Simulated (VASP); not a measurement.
A run of VASP 6.6.1:

File INCAR:

```
SYSTEM = Li
  ALGO = Normal
  EDIFF = 1E-7
  ENCUT = 520
  GGA = PS
  ISIF = 2
  ISMEAR = 0
  LASPH = .True.
  LCHARG = .False.
  LREAL = .False.
  LWAVE = .False.
  NBANDS = 8
  NELM = 80
  PREC = Accurate
  SIGMA = 0.1
```

File KPOINTS:

```
k-points
0
Gamma
  16 16 16
  0 0 0
```

POSCAR

```
Li
1.0
   -1.6622120682      1.6622120682      1.6622120682
    1.6622120682     -1.6622120682      1.6622120682
    1.6622120682      1.6622120682     -1.6622120682
Li
1
Direct
    0.0000000000      0.0000000000      0.0000000000
```

Potentials or basis: VASP PAW PBE potentials, release 64 (Li_sv).

Launch:

```bash
$ cat potpaw_PBE.64/Li_sv/POTCAR > POTCAR
$ mpirun -np 1 vasp_std > vasp.out
```

Hardware: 1 thread of Intel(R) Xeon(R) 6975P-C (Granite Rapids), on a shared host.

Task: Estimate the wall time of this run.

Result: Run time: 5.7 s on 1 thread of Intel(R) Xeon(R) 6975P-C (Granite Rapids), on a shared host, peak memory 0.13 GiB. Counts: scf iterations 11, k points 145.
